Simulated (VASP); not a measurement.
# TaSbSe (P4/mmm) in VASP: notebook

TaSbSe is run at these levels: PBE; tasks: single point, relaxation of cell and atoms.

Everything below comes from runs of VASP 6.6.1. Logs are shortened: lines on timing, memory, paths and dates and some standing lists are left out, and cuts for length are marked.

**1. The cell of the first run**

It takes space group P4/mmm (No. 123, tetragonal). Conventional cell: a = 3.641 Å, b = 3.641 Å, c = 5.613 Å, α = 90.00°, β = 90.00°, γ = 90.00°. Within 3.4 Å of Ta (site symmetry 4/mmm) lie 4 Se at 2.57 Å and 2 Sb at 2.81 Å. Sb (site symmetry 4/mmm) has 2 Ta at 2.81 Å and 4 Sb at 3.64 Å within 3.7 Å. Se (site symmetry 4/mmm) has 4 Ta at 2.57 Å within 3.4 Å.

**2. Single point, PBE**

Contents of INCAR:

```
SYSTEM = TaSbSe
PREC = Accurate ; ENCUT = 520
EDIFF = 1E-7 ; ISMEAR = 0
SIGMA = 0.1 ; LREAL = .FALSE.
LASPH = .TRUE. ; NELM = 80
ALGO = Normal ; ISIF = 2
LWAVE = .FALSE. ; LCHARG = .FALSE.
GGA = PE ; NBANDS = 18
```

Contents of KPOINTS:

```
Automatic mesh
0
G
  6 6 4
  0 0 0
```

Contents of POSCAR:

```
TaSbSe
1.0
    3.6413709542      0.0000000000      0.0000000000
    0.0000000000      3.6413709542      0.0000000000
    0.0000000000      0.0000000000      5.6131814690
Ta Sb Se
1 1 1
Direct
    0.0000000000      0.0000000000      0.0000000000
    0.0000000000      0.0000000000      0.5000000000
    0.5000000000      0.5000000000      0.0000000000
```

Potentials or basis: VASP PAW PBE potentials, release 64 (Ta_pv, Sb, Se).

Command:

```bash
cat potpaw_PBE.64/Ta_pv/POTCAR potpaw_PBE.64/Sb/POTCAR potpaw_PBE.64/Se/POTCAR > POTCAR
mpirun -np 1 vasp_std > vasp.out
```

OUTCAR:

```text
SYSTEM = TaSbSe
   PREC = Accurate
   ENCUT = 520
   EDIFF = 1E-7
   ISMEAR = 0
   LREAL = .FALSE.
   LASPH = .TRUE.
   NELM = 80
   ISIF = 2
   GGA = PE

 ion  position               nearest neighbor table
   1  0.000  0.000  0.000-   3 2.57   3 2.57   3 2.57   3 2.57   2 2.81   2 2.81
   2  0.000  0.000  0.500-   1 2.81   1 2.81
   3  0.500  0.500  0.000-   1 2.57   1 2.57   1 2.57   1 2.57

  LATTYP: Found a simple tetragonal cell.
 ALAT       =     3.6413709542
 C/A-ratio  =     1.5415022363

  Lattice vectors:

 A1 = (   3.6413709542,   0.0000000000,   0.0000000000)
 A2 = (   0.0000000000,   3.6413709542,   0.0000000000)
 A3 = (   0.0000000000,   0.0000000000,   5.6131814690)

Analysis of symmetry for initial positions (statically):
=====================================================================
 Subroutine PRICEL returns:
 Original cell was already a primitive cell.

 Routine SETGRP: Setting up the symmetry group for a
 simple tetragonal supercell.

 Subroutine GETGRP returns: Found 16 space group operations
 (whereof 16 operations were pure point group operations)
 out of a pool of 16 trial point group operations.

The static configuration has the point symmetry D_4h.

Analysis of symmetry for dynamics (positions and initial velocities):
=====================================================================
 Subroutine PRICEL returns:
 Original cell was already a primitive cell.

 Routine SETGRP: Setting up the symmetry group for a
 simple tetragonal supercell.

 Subroutine GETGRP returns: Found 16 space group operations
 (whereof 16 operations were pure point group operations)
 out of a pool of 16 trial point group operations.

The dynamic configuration has the point symmetry D_4h.

 Subroutine INISYM returns: Found 16 space group operations
 (whereof 16 operations are pure point group operations),
 and found     1 'primitive' translations

----------------------------------------------------------------------------------------

                                     Primitive cell

  volume of cell :      74.4284

  direct lattice vectors                    reciprocal lattice vectors
     3.641370954  0.000000000  0.000000000     0.274621842  0.000000000  0.000000000
     0.000000000  3.641370954  0.000000000     0.000000000  0.274621842  0.000000000
     0.000000000  0.000000000  5.613181469     0.000000000  0.000000000  0.178152088

  length of vectors
     3.641370954  3.641370954  5.613181469     0.274621842  0.274621842  0.178152088

  position of ions in fractional coordinates (direct lattice)
     0.000000000  0.000000000  0.000000000
     0.000000000  0.000000000  0.500000000
     0.500000000  0.500000000  0.000000000

  ion indices of the primitive-cell ions
   primitive index   ion index
                 1           1
                 2           2
                 3           3

----------------------------------------------------------------------------------------

 KPOINTS: Automatic mesh

Automatic generation of k-mesh.
 Grid dimensions read from file:
 generate k-points for:    6    6    4

 Generating k-lattice:

  Cartesian coordinates                     Fractional coordinates (reciprocal lattice)
     0.045770307  0.000000000  0.000000000     0.166666667  0.000000000  0.000000000
     0.000000000  0.045770307  0.000000000     0.000000000  0.166666667  0.000000000
     0.000000000  0.000000000  0.044538022     0.000000000  0.000000000  0.250000000

  Length of vectors
     0.045770307  0.045770307  0.044538022

  Shift w.r.t. Gamma in fractional coordinates (k-lattice)
     0.000000000  0.000000000  0.000000000

 Subroutine IBZKPT returns following result:
 ===========================================

 Found     30 irreducible k-points:

 Following reciprocal coordinates:
            Coordinates               Weight
  0.000000  0.000000  0.000000      1.000000
  0.166667  0.000000  0.000000      4.000000
  0.333333  0.000000  0.000000      4.000000
  0.500000  0.000000  0.000000      2.000000
  0.166667  0.166667  0.000000      4.000000
  0.333333  0.166667  0.000000      8.000000
[... 16 lines left out ...]
  0.333333  0.000000  0.500000      4.000000
  0.500000  0.000000  0.500000      2.000000
 [... further k-points ...]
   k-points           NKPTS =     30   k-points in BZ     NKDIM =     30   number of bands    NBANDS=     18
   number of dos      NEDOS =    301   number of ions     NIONS =      3
   total plane-waves  NPLWV =  32928
   dimension x,y,z NGX =    28 NGY =   28 NGZ =   42
   dimension x,y,z NGXF=    56 NGYF=   56 NGZF=   84
   ions per type =               1   1   1
   NGX,Y,Z   is equivalent  to a cutoff of  12.78, 12.78, 12.44 a.u.
   NGXF,Y,Z  is equivalent  to a cutoff of  25.57, 25.57, 24.88 a.u.
 SYSTEM =  TaSbSe
   PREC   = accura    normal or accurate (medium, high low for compatibility)
   ISTART =      0    job   : 0-new  1-cont  2-samecut
   ICHARG =      2    charge: 1-file 2-atom 10-const
   ISPIN  =      1    spin polarized calculation?
   LNONCOLLINEAR =      F non collinear calculations
   LSORBIT =      F    spin-orbit coupling
   LASPH  =      T    aspherical Exc in radial PAW
   ENCUT  =  520.0 eV  38.22 Ry    6.18 a.u.   6.77  6.77 10.44*2*pi/ulx,y,z
   NELM   =     80;   NELMIN=  2; NELMDL= -5     # of ELM steps
   EDIFF  = 0.1E-06   stopping-criterion for ELM
   LREAL  =      F    real-space projection
   EDIFFG = 0.1E-05   stopping-criterion for IOM
   NSW    =      0    number of steps for IOM
   IBRION =     -1    ionic relax: 0-MD 1-quasi-New 2-CG
   NFREE  =      0    steps in history (QN), initial steepest desc. (CG)
   ISIF   =      2    stress and relaxation
   ISYM   =      2    0-nonsym 1-usesym 2-fastsym
   POTIM  = 0.5000    time-step for ionic-motion
   TEBEG  =    0.0;   TEEND  =   0.0 temperature during run
   PSTRESS=    0.0 pullay stress
   NELECT =      22.0000    total number of electrons
   NUPDOWN=      -1.0000    fix difference up-down
   EMIN   =  10.00;   EMAX   =-10.00  energy-range for DOS
   EFERMI =   0.00;   METHOD = LEGACY
   ISMEAR =     0;   SIGMA  =   0.10  broadening in eV -4-tet -1-fermi 0-gaus
   EFERMI_NEDOS =   21; number of points for ismear=-14 and -15
   IALGO  =     38    algorithm
   IMIX   =      4    mixing-type and parameters
     AMIX     =   0.40;   BMIX     =  1.00
     AMIX_MAG =   1.60;   BMIX_MAG =  1.00
  volume/ion in A,a.u.               =      24.81       167.42
  Fermi-wavevector in a.u.,A,eV,Ry     =   1.090526  2.060796 16.180691  1.189247
  Thomas-Fermi vector in A             =   2.226752
   LORBIT       =      0    0 simple, 1 ext, 2 COOP (PROOUT), +10 PAW based schemes
   GGA     = PE    functional components
   LHFCALC =     F    Hartree Fock is set to
   AEXX    =    0.0000 exact exchange contribution
   IVDW    =     0    specifies the selected vdW correction
   LEPSILON=     F    determine dielectric tensor
   LRPA    =     F    only Hartree local field effects (RPA)
 non-spin polarized calculation
 Gauss-broadening in eV      SIGMA  =   0.10
  energy-cutoff  :      520.00
  volume of cell :       74.43
 maximum number of plane-waves:      2048
 NGX is ok and might be reduce to    28
   NGX = 13   NGY = 13   NGZ = 21

 number of electron      22.0000001 magnetization

 Free energy of the ion-electron system (eV)
  ---------------------------------------------------
  ext. energy  EPLUGINS =         0.00000000
  ---------------------------------------------------
  free energy    TOTEN  =       -19.07217653 eV

  energy without entropy =      -19.05490662  energy(sigma->0) =      -19.06354158

 E-fermi :   5.6669     XC(G=0): -10.1816

 val. band max:        5.6531573655   @ k =   0.3333   0.0000   0.0000
 cond. band min:       5.6915649152   @ k =   0.1667   0.1667   0.0000
 fundamental gap:      0.0384075496
 Fermi energy:         5.6668818773

 k-point     1 :       0.0000    0.0000    0.0000
  band No.  band energies     occupation
      1     -29.8022      2.00000
      2     -29.8022      2.00000
      3     -29.5595      2.00000
      4      -9.4371      2.00000
      5      -4.1047      2.00000
      6       0.8140      2.00000
[... 10 lines left out ...]
     17       7.9691      0.00000
     18      12.0719      0.00000

 k-point     2 :       0.1667    0.0000    0.0000
  band No.  band energies     occupation
      1     -29.8252      2.00000
      2     -29.7985      2.00000
      3     -29.5578      2.00000
      4      -9.1799      2.00000
      5      -3.9479      2.00000
      6       0.9086      2.00000
[... 10 lines left out ...]
     17       9.5756      0.00000
     18      12.5817      0.00000

 k-point     3 :       0.3333    0.0000    0.0000
  band No.  band energies     occupation
      1     -29.8708      2.00000
      2     -29.7912      2.00000
      3     -29.5543      2.00000
      4      -8.5711      2.00000
      5      -3.6758      2.00000
      6      -0.7585      2.00000
[... 10 lines left out ...]
     17      11.4346      0.00000
     18      13.4620      0.00000

 k-point     4 :       0.5000    0.0000    0.0000
  band No.  band energies     occupation
      1     -29.8934      2.00000
      2     -29.7875      2.00000
      3     -29.5526      2.00000
      4      -8.1900      2.00000
      5      -3.6636      2.00000
      6      -1.3145      2.00000
[... 375 lines left out ...]
      4      -9.1356      2.00000
      5      -3.8885      2.00000
      6       0.7743      2.00000
[... 10 lines left out ...]
     17      12.2591      0.00000
     18      12.2888      0.00000

 k-point    23 :       0.3333    0.0000    0.5000
  band No.  band energies     occupation
      1     -29.8706      2.00000
      2     -29.7910      2.00000
      3     -29.5517      2.00000
      4      -8.5408      2.00000
      5      -3.3098      2.00000
      6      -1.1422      2.00000
[... 10 lines left out ...]
     17      11.6868      0.00000
     18      12.4920      0.00000

 k-point    24 :       0.5000    0.0000    0.5000
  band No.  band energies     occupation
      1     -29.8932      2.00000
      2     -29.7873      2.00000
      3     -29.5500      2.00000
      4      -8.1742      2.00000
      5      -2.8893      2.00000
      6      -1.9946      2.00000
[... 10 lines left out ...]
     17      12.2048      0.00000
     18      12.4573      0.00000

 [... further k-points ...]

------------------------ aborting loop because EDIFF is reached ----------------------------------------

  FORCE on cell =-STRESS in cart. coord.  units (eV):
  Direction    XX          YY          ZZ          XY          YZ          ZX
  --------------------------------------------------------------------------------------
  -------------------------------------------------------------------------------------
  Total       -0.0205336     -0.0205336     -0.1773462      0.0000000     -0.0000000     -0.0000000
  in kB       -0.4420144     -0.4420144     -3.8176271      0.0000000     -0.0000000     -0.0000000
  external PRESSURE =      -1.5672187 kB  Pullay stress =       0.0000000 kB

 VOLUME and BASIS-vectors are now :
 -----------------------------------------------------------------------------
  energy-cutoff  :      520.00
  volume of cell :       74.43
      direct lattice vectors                 reciprocal lattice vectors
     3.641370954  0.000000000  0.000000000     0.274621842  0.000000000  0.000000000
     0.000000000  3.641370954  0.000000000     0.000000000  0.274621842  0.000000000
     0.000000000  0.000000000  5.613181469     0.000000000  0.000000000  0.178152088

 POSITION                                       TOTAL-FORCE (eV/Angst)
 -----------------------------------------------------------------------------------
      0.00000      0.00000      0.00000         0.000000      0.000000      0.000000
      0.00000      0.00000      2.80659         0.000000      0.000000      0.000000
      1.82069      1.82069      0.00000         0.000000      0.000000      0.000000
 -----------------------------------------------------------------------------------
    total drift:                                0.000000      0.000000     -0.000000

  FREE ENERGIE OF THE ION-ELECTRON SYSTEM (eV)
  ---------------------------------------------------
  free  energy   TOTEN  =       -19.0721765338 eV

  energy  without entropy=      -19.0549066169  energy(sigma->0) =      -19.06354158
```

Wall time 22 s (1 thread of AMD EPYC 9R45 (Zen 5), shared host); peak memory 0.17 GiB.

Results:

```yaml
Free_energy: -19.0722 eV
Pressure: -0.2 GPa
Band_gap_on_the_k_mesh: zero (band 11 reaches 6.32 eV, above the bottom of band 12 at 4.36 eV)
```

Caveat: spin-orbit coupling is left out, which moves the levels of the heavy elements.

[end of part 1 of 2]
